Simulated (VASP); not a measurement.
# MgO (P-1) in VASP: notebook

The runs below take MgO through single point, with LDA.

All numbers are computed with VASP 6.6.1; they aren't measurements. Logs are shortened: lines on timing, memory, paths and dates and some standing lists are left out, and cuts for length are marked.

## 1. The cell of the first run

The typed cell holds 12 atoms: a = 3.452 Å, b = 3.452 Å, c = 12.513 Å, α = 82.96°, β = 86.49°, γ = 60.00°.

## 2. Single point, LDA

INCAR reads:

```
PREC     = Accurate       # precision mode
ENCUT    = 520            # plane-wave cutoff, eV
EDIFF    = 1E-6           # SCF threshold, eV
ISMEAR   = 0              # smearing method
SIGMA    = 0.05           # smearing width, eV
LREAL    = False          # projectors in reciprocal space
LASPH    = True           # aspherical terms in the spheres
NELM     = 60             # most SCF steps
ALGO     = Normal         # electronic algorithm
ISIF     = 2              # what is computed and relaxed
LWAVE    = False          # write WAVECAR
LCHARG   = False          # write CHGCAR
GGA      = CA             # functional
NBANDS   = 36             # bands
```

KPOINTS reads:

```
Automatic mesh
0
Gamma
  8 8 2
```

POSCAR reads:

```
MgO
1.0
   -3.4517839558      0.0000000000      0.0000000000
   -1.7258919779     -2.9893325941      0.0000000000
   -0.7670631013     -1.3285922640     12.4189476803
Mg O
6 6
Direct
    0.6666666667      0.6296222222      0.0833500000
    0.6666666667      0.4814740741      0.4166833333
    0.6666666667      0.3333259259      0.7500166667
    0.3333333333     -0.0740814815      0.9166833333
    0.3333333333      0.2222148148      0.2500166667
    0.3333333333      0.0740666667      0.5833500000
    0.6666666667      0.2592518519      0.9166833333
    0.6666666667      0.5555481481      0.2500166667
    0.6666666667      0.4074000000      0.5833500000
    0.3333333333      0.2962888889      0.0833500000
    0.3333333333      0.1481407407      0.4166833333
    0.3333333333     -0.0000074074      0.7500166667
```

Potentials or basis: VASP PAW LDA potentials, release 64 (Mg, O).

Started as:

```
> cat potpaw_LDA.64/Mg/POTCAR potpaw_LDA.64/O/POTCAR > POTCAR
> mpirun -np 1 vasp_std > vasp.out
```

OUTCAR:

```text
PREC = Accurate
   ENCUT = 520
   EDIFF = 1E-6
   ISMEAR = 0
   LREAL = False
   LASPH = True
   NELM = 60
   ISIF = 2
   GGA = CA

 ion  position               nearest neighbor table
   1  0.667  0.630  0.083-  10 1.99  10 1.99  10 1.99   8 2.07   4 2.31   7 2.58   5 2.87   5 2.87
                             5 2.87   4 3.26   4 3.45
   2  0.667  0.481  0.417-  11 1.99  11 1.99  11 1.99   8 2.07   9 2.07   5 2.87   5 2.87   5 2.87
                             6 2.87   6 2.87   6 2.87
   3  0.667  0.333  0.750-  12 1.99  12 1.99  12 1.99   7 2.07   9 2.07   4 2.87   4 2.87   4 2.87
                             6 2.87   6 2.87   6 2.87
   4  0.333  0.926  0.917-   7 1.99   7 1.99   7 1.99  12 2.07   1 2.31  10 2.58   3 2.87   3 2.87
                             3 2.87   1 3.26   1 3.45
   5  0.333  0.222  0.250-   8 1.99   8 1.99   8 1.99  11 2.07  10 2.07   2 2.87   2 2.87   2 2.87
                             1 2.87   1 2.87   1 2.87
   6  0.333  0.074  0.583-   9 1.99   9 1.99   9 1.99  12 2.07  11 2.07   3 2.87   2 2.87   2 2.87
                             3 2.87   2 2.87   3 2.87
   7  0.667  0.259  0.917-   4 1.99   4 1.99   4 1.99   3 2.07   1 2.58
   8  0.667  0.556  0.250-   5 1.99   5 1.99   5 1.99   2 2.07   1 2.07
   9  0.667  0.407  0.583-   6 1.99   6 1.99   6 1.99   3 2.07   2 2.07
  10  0.333  0.296  0.083-   1 1.99   1 1.99   1 1.99   5 2.07   4 2.58
  11  0.333  0.148  0.417-   2 1.99   2 1.99   2 1.99   5 2.07   6 2.07
  12  0.333  1.000  0.750-   3 1.99   3 1.99   3 1.99   4 2.07   6 2.07

  LATTYP: Found a base centered monoclinic cell.
 ALAT       =     3.4517839558
 B/A-ratio  =     1.7320508076
 C/A-ratio  =     3.6251819999
 COS(beta)  =    -0.1225992087

  Lattice vectors:

 A1 = (   3.4517839558,   0.0000000000,   0.0000000000)
 A2 = (  -1.7258919779,   2.9893325941,   0.0000000000)
 A3 = (  -0.7670631013,  -1.3285922640,  12.4189476803)

Analysis of symmetry for initial positions (statically):
=====================================================================
 Subroutine PRICEL returns:
 Original cell was already a primitive cell.

 Routine SETGRP: Setting up the symmetry group for a
 base centered monoclinic supercell.

 Subroutine GETGRP returns: Found  2 space group operations
 (whereof  1 operations were pure point group operations)
 out of a pool of  4 trial point group operations.

The static configuration has the point symmetry C_1 .
 The point group associated with its full space group is S_2 .

Analysis of symmetry for dynamics (positions and initial velocities):
=====================================================================
 Subroutine PRICEL returns:
 Original cell was already a primitive cell.

 Routine SETGRP: Setting up the symmetry group for a
 base centered monoclinic supercell.

 Subroutine GETGRP returns: Found  2 space group operations
 (whereof  1 operations were pure point group operations)
 out of a pool of  4 trial point group operations.

The dynamic configuration has the point symmetry C_1 .
 The point group associated with its full space group is S_2 .

 Subroutine INISYM returns: Found  2 space group operations
 (whereof  1 operations are pure point group operations),
 and found     1 'primitive' translations

----------------------------------------------------------------------------------------

                                     Primitive cell

  volume of cell :     128.1453

  direct lattice vectors                    reciprocal lattice vectors
    -3.451783956  0.000000000  0.000000000    -0.289705269  0.167261415 -0.000000000
    -1.725891978 -2.989332594  0.000000000     0.000000000 -0.334522830 -0.035787609
    -0.767063101 -1.328592264 12.418947680     0.000000000  0.000000000  0.080522120

  length of vectors
     3.451783956  3.451783956 12.513345064     0.334522830  0.336431682  0.080522120

  position of ions in fractional coordinates (direct lattice)
     0.666666667  0.629622222  0.083350000
     0.666666667  0.481474074  0.416683333
     0.666666667  0.333325926  0.750016667
     0.333333333  0.925918518  0.916683333
     0.333333333  0.222214815  0.250016667
     0.333333333  0.074066667  0.583350000
     0.666666667  0.259251852  0.916683333
     0.666666667  0.555548148  0.250016667
     0.666666667  0.407400000  0.583350000
     0.333333333  0.296288889  0.083350000
     0.333333333  0.148140741  0.416683333
     0.333333333  0.999992593  0.750016667

  ion indices of the primitive-cell ions
   primitive index   ion index
                 1           1
                 2           2
                 3           3
                 4           4
                 5           5
                 6           6
                 7           7
                 8           8
                 9           9
                10          10
                11          11
                12          12

----------------------------------------------------------------------------------------

 KPOINTS: Automatic mesh

Automatic generation of k-mesh.
 Grid dimensions read from file:
 generate k-points for:    8    8    2

 Generating k-lattice:

  Cartesian coordinates                     Fractional coordinates (reciprocal lattice)
    -0.036213159  0.020907677 -0.000000000     0.125000000 -0.000000000 -0.000000000
     0.000000000 -0.041815354 -0.004473451     0.000000000  0.125000000  0.000000000
     0.000000000  0.000000000  0.040261060     0.000000000  0.000000000  0.500000000

  Length of vectors
     0.041815354  0.042053960  0.040261060

  Shift w.r.t. Gamma in fractional coordinates (k-lattice)
     0.000000000  0.000000000  0.000000000

 Subroutine IBZKPT returns following result:
 ===========================================

 Found     68 irreducible k-points:

 Following reciprocal coordinates:
            Coordinates               Weight
  0.000000  0.000000  0.000000      1.000000
  0.125000  0.000000 -0.000000      2.000000
  0.250000  0.000000 -0.000000      2.000000
  0.375000  0.000000 -0.000000      2.000000
  0.500000  0.000000 -0.000000      1.000000
  0.000000  0.125000  0.000000      2.000000
[... 16 lines left out ...]
 -0.375000 -0.375000  0.000000      2.000000
  0.125000  0.375000  0.000000      2.000000
 [... further k-points ...]
   k-points           NKPTS =     68   k-points in BZ     NKDIM =     68   number of bands    NBANDS=     36
   number of dos      NEDOS =    301   number of ions     NIONS =     12
   total plane-waves  NPLWV =  75264
   dimension x,y,z NGX =    28 NGY =   28 NGZ =   96
   dimension x,y,z NGXF=    56 NGYF=   56 NGZF=  192
   ions per type =               6   6
   NGX,Y,Z   is equivalent  to a cutoff of  13.49, 13.49, 12.75 a.u.
   NGXF,Y,Z  is equivalent  to a cutoff of  26.97, 26.97, 25.51 a.u.
 SYSTEM =  unknown system
   PREC   = accura    normal or accurate (medium, high low for compatibility)
   ISTART =      0    job   : 0-new  1-cont  2-samecut
   ICHARG =      2    charge: 1-file 2-atom 10-const
   ISPIN  =      1    spin polarized calculation?
   LNONCOLLINEAR =      F non collinear calculations
   LSORBIT =      F    spin-orbit coupling
   LASPH  =      T    aspherical Exc in radial PAW
   ENCUT  =  520.0 eV  38.22 Ry    6.18 a.u.   6.42  6.42 23.27*2*pi/ulx,y,z
   NELM   =     60;   NELMIN=  2; NELMDL= -5     # of ELM steps
   EDIFF  = 0.1E-05   stopping-criterion for ELM
   LREAL  =      F    real-space projection
   EDIFFG = 0.1E-04   stopping-criterion for IOM
   NSW    =      0    number of steps for IOM
   IBRION =     -1    ionic relax: 0-MD 1-quasi-New 2-CG
   NFREE  =      0    steps in history (QN), initial steepest desc. (CG)
   ISIF   =      2    stress and relaxation
   ISYM   =      2    0-nonsym 1-usesym 2-fastsym
   POTIM  = 0.5000    time-step for ionic-motion
   TEBEG  =    0.0;   TEEND  =   0.0 temperature during run
   PSTRESS=    0.0 pullay stress
   NELECT =      48.0000    total number of electrons
   NUPDOWN=      -1.0000    fix difference up-down
   EMIN   =  10.00;   EMAX   =-10.00  energy-range for DOS
   EFERMI =   0.00;   METHOD = LEGACY
   ISMEAR =     0;   SIGMA  =   0.05  broadening in eV -4-tet -1-fermi 0-gaus
   EFERMI_NEDOS =   21; number of points for ismear=-14 and -15
   IALGO  =     38    algorithm
   IMIX   =      4    mixing-type and parameters
     AMIX     =   0.40;   BMIX     =  1.00
     AMIX_MAG =   1.60;   BMIX_MAG =  1.00
  volume/ion in A,a.u.               =      10.68        72.06
  Fermi-wavevector in a.u.,A,eV,Ry     =   1.180106  2.230077 18.948157  1.392650
  Thomas-Fermi vector in A             =   2.316405
   LORBIT       =      0    0 simple, 1 ext, 2 COOP (PROOUT), +10 PAW based schemes
   GGA     = CA    functional components
   LHFCALC =     F    Hartree Fock is set to
   AEXX    =    0.0000 exact exchange contribution
   IVDW    =     0    specifies the selected vdW correction
   LEPSILON=     F    determine dielectric tensor
   LRPA    =     F    only Hartree local field effects (RPA)
 non-spin polarized calculation
 Gauss-broadening in eV      SIGMA  =   0.05
  energy-cutoff  :      520.00
  volume of cell :      128.15
 maximum number of plane-waves:      3484
 NGX is ok and might be reduce to    28
   NGX = 13   NGY = 13   NGZ = 47

 number of electron      48.0000016 magnetization

 Free energy of the ion-electron system (eV)
  ---------------------------------------------------
  ext. energy  EPLUGINS =         0.00000000
  ---------------------------------------------------
  free energy    TOTEN  =       -77.03745266 eV

  energy without entropy =      -77.03745266  energy(sigma->0) =      -77.03745266

 E-fermi :   2.7892     XC(G=0): -10.7570

 val. band max:        2.5799684155   @ k =   0.0000   0.0000   0.0000
 cond. band min:       4.9258077535   @ k =   0.0000   0.0000   0.0000
 fundamental gap:      2.3458393379
 Fermi energy:         2.7891643971

 k-point     1 :       0.0000    0.0000    0.0000
  band No.  band energies     occupation
      1     -14.8149      2.00000
      2     -14.4393      2.00000
      3     -14.4078      2.00000
      4     -13.6545      2.00000
      5     -13.5550      2.00000
      6     -13.1245      2.00000
[... 28 lines left out ...]
     35      14.3366      0.00000
     36      14.4193      0.00000
[... 866 lines left out ...]
      6     -13.1486      2.00000
[... 28 lines left out ...]
     35      13.9836      0.00000
     36      14.2317      0.00000

 [... further k-points ...]
[... 5 lines left out ...]
  --------------------------------------------------------------------------------------
  -------------------------------------------------------------------------------------
  Total       -2.3050602     -6.2653662      6.7132185     -3.0325937      1.6717920      1.3293788
  in kB      -28.8197500    -78.3347391     83.9341555    -37.9159697     20.9021125     16.6209822
  external PRESSURE =      -7.7401112 kB  Pullay stress =       0.0000000 kB

 VOLUME and BASIS-vectors are now :
 -----------------------------------------------------------------------------
  energy-cutoff  :      520.00
  volume of cell :      128.15
      direct lattice vectors                 reciprocal lattice vectors
    -3.451783956  0.000000000  0.000000000    -0.289705269  0.167261415 -0.000000000
    -1.725891978 -2.989332594  0.000000000     0.000000000 -0.334522830 -0.035787609
    -0.767063101 -1.328592264 12.418947680     0.000000000  0.000000000  0.080522120

 POSITION                                       TOTAL-FORCE (eV/Angst)
 -----------------------------------------------------------------------------------
     -3.45178     -1.99289      1.03512        -1.024572      1.102636      2.487015
     -3.45178     -1.99289      5.17477         0.002163     -0.000916      0.002294
     -3.45178     -1.99289      9.31442        -0.039009      0.002200     -0.067095
     -3.45178     -3.98578     11.38424         1.024572     -1.102636     -2.487015
     -1.72589     -0.99644      3.10494         0.039009     -0.002200      0.067095
     -1.72589     -0.99644      7.24459        -0.002163      0.000916     -0.002294
     -3.45178     -1.99289     11.38424        -1.349327      0.191039     -1.276713
     -3.45178     -1.99289      3.10494         0.062395     -0.029033     -0.017830
     -3.45178     -1.99289      7.24459        -0.000624      0.001040     -0.002875
     -1.72589     -0.99644      1.03512         1.349327     -0.191039      1.276713
     -1.72589     -0.99644      5.17477         0.000624     -0.001040      0.002875
     -3.45178     -3.98578      9.31442        -0.062395      0.029033      0.017830
 -----------------------------------------------------------------------------------
    total drift:                                0.000007      0.000003      0.000009

  FREE ENERGIE OF THE ION-ELECTRON SYSTEM (eV)
  ---------------------------------------------------
  free  energy   TOTEN  =       -77.0374526558 eV

  energy  without entropy=      -77.0374526558  energy(sigma->0) =      -77.03745266
```

It took 3 min on 1 thread of Intel Xeon 6975P-C (Granite Rapids), shared host; peak memory 0.37 GiB.

What came out:

```yaml
Free_energy: -77.0375 eV
Pressure: -0.8 GPa
Largest_force: 2.907 eV/Å
Band_gap_on_the_k_mesh: 2.35 eV, direct
```

Forces in eV/Å, atoms in the order of the input:
```
Mg  -1.025  1.103  2.487
Mg   0.002 -0.001  0.002
Mg  -0.039  0.002 -0.067
Mg   1.025 -1.103 -2.487
Mg   0.039 -0.002  0.067
Mg  -0.002  0.001 -0.002
O   -1.349  0.191 -1.277
O    0.062 -0.029 -0.018
O   -0.001  0.001 -0.003
O    1.349 -0.191  1.277
O    0.001 -0.001  0.003
O   -0.062  0.029  0.018
```

Levels at points of the mesh, in eV from the valence-band top:
| k point | band 21 | band 22 | band 23 | band 24 | band 25 | band 26 | band 27 | band 28 |
| --- | --- | --- | --- | --- | --- | --- | --- | --- |
| (0.00, 0.00, 0.00) | -1.56 | -1.52 | -1.37 | 0.00 | 2.35 | 4.03 | 4.56 | 6.72 |
| (0.50, 0.00, 0.00) | -1.39 | -1.30 | -1.15 | -0.30 | 4.43 | 6.30 | 6.41 | 6.60 |
| (0.00, 0.50, 0.00) | -1.55 | -1.33 | -1.27 | -0.16 | 5.71 | 6.18 | 6.39 | 6.65 |
| (0.50, 0.50, 0.00) | -1.56 | -1.32 | -1.19 | -0.18 | 5.76 | 5.94 | 6.41 | 6.59 |
| (0.00, 0.00, 0.50) | -1.50 | -1.47 | -1.16 | -0.23 | 2.62 | 3.47 | 5.36 | 5.77 |
| (0.50, 0.00, 0.50) | -1.46 | -1.40 | -1.18 | -0.34 | 4.44 | 6.31 | 6.40 | 6.57 |
| (0.00, 0.50, 0.50) | -1.51 | -1.34 | -1.24 | -0.16 | 5.72 | 6.17 | 6.43 | 6.54 |
| (0.50, 0.50, 0.50) | -1.50 | -1.32 | -1.28 | -0.20 | 5.76 | 5.94 | 6.40 | 6.62 |

Caveat: forces of over 1 eV/Å act on the atoms, so gaps and moduli don't describe the material at rest. LDA gaps usually lie below the measured ones, often by a third to a half.

## 3. Single point, LDA

INCAR reads:

```
  PREC = Accurate
  ENCUT = 520
  EDIFF = 1E-7
  ISMEAR = 0
  SIGMA = 0.05
  LREAL = False
  LASPH = True
  NELM = 100
  ALGO = Normal
  ISIF = 2
  LWAVE = False
  LCHARG = False
  GGA = CA
  NBANDS = 36
```

KPOINTS reads:

```
regular mesh
0
Gamma
  8 8 2
```

POSCAR reads:

```
MgO
1.0
   -3.4517839558      0.0000000000      0.0000000000
   -1.7258919779     -2.9893325941      0.0000000000
   -0.5752973260     -0.9964441980     12.4189476803
Mg O
6 6
Direct
    0.6666666667      0.6388833333      0.0833500000
    0.6666666667      0.5277722222      0.4166833333
    0.6666666667      0.4166611111      0.7500166667
    0.3333333333      0.0277722222      0.9166833333
    0.3333333333      0.2499944444      0.2500166667
    0.3333333333      0.1388833333      0.5833500000
    0.6666666667      0.3611055556      0.9166833333
    0.6666666667      0.5833277778      0.2500166667
    0.6666666667      0.4722166667      0.5833500000
    0.3333333333      0.3055500000      0.0833500000
    0.3333333333      0.1944388889      0.4166833333
    0.3333333333      0.0833277778      0.7500166667
```

Potentials or basis: VASP PAW LDA potentials, release 64 (Mg, O).

Started as:

```
> cat potpaw_LDA.64/Mg/POTCAR potpaw_LDA.64/O/POTCAR > POTCAR
> mpirun -np 1 vasp_std > vasp.out
```

It took 3.4 min on 1 thread of Intel Xeon 6975P-C (Granite Rapids), shared host; peak memory 0.37 GiB.

It converged, with:

* Free energy: -77.6977 eV
* Pressure: -1.2 GPa
* Largest force: 2.328 eV/Å
* Band gap on the k mesh: 2.66 eV, direct

Forces on the atoms (eV/Å):
```
Mg  -0.419  1.446  1.777
Mg   0.002  0.000  0.002
Mg  -0.041 -0.022 -0.050
Mg   0.419 -1.446 -1.777
Mg   0.041  0.022  0.050
Mg  -0.002  0.000 -0.002
O   -1.370 -0.566 -0.796
O    0.049 -0.012 -0.014
O    0.000  0.001 -0.002
O    1.370  0.566  0.796
O    0.000 -0.001  0.002
O   -0.049  0.012  0.014
```

Stress tensor (GPa, compression positive):
```
-2.32 -2.53  3.18
-2.53 -6.45  5.26
 3.18  5.26  5.17
```

Levels at points of the mesh, in eV from the valence-band top:
| k point | band 21 | band 22 | band 23 | band 24 | band 25 | band 26 | band 27 | band 28 |
| --- | --- | --- | --- | --- | --- | --- | --- | --- |
| (0.00, 0.00, 0.00) | -1.41 | -1.37 | -1.19 | 0.00 | 2.66 | 4.28 | 4.71 | 6.96 |
| (0.50, 0.00, 0.00) | -1.38 | -1.16 | -1.01 | -0.29 | 5.26 | 6.44 | 6.56 | 6.76 |
| (0.00, 0.50, 0.00) | -1.43 | -1.18 | -1.11 | -0.21 | 6.23 | 6.51 | 6.53 | 6.86 |
| (0.50, 0.50, 0.00) | -1.47 | -1.16 | -1.00 | -0.27 | 5.98 | 6.31 | 6.55 | 6.80 |
| (0.00, 0.00, 0.50) | -1.37 | -1.32 | -1.00 | -0.25 | 2.98 | 3.60 | 5.61 | 5.95 |
| (0.50, 0.00, 0.50) | -1.32 | -1.26 | -1.10 | -0.34 | 5.26 | 6.45 | 6.55 | 6.72 |
| (0.00, 0.50, 0.50) | -1.34 | -1.23 | -1.14 | -0.23 | 6.25 | 6.46 | 6.63 | 6.66 |
| (0.50, 0.50, 0.50) | -1.31 | -1.15 | -1.15 | -0.31 | 5.98 | 6.30 | 6.56 | 6.75 |

Caveat: forces of over 1 eV/Å act on the atoms, so gaps and moduli don't describe the material at rest. LDA gaps usually lie below the measured ones, often by a third to a half.
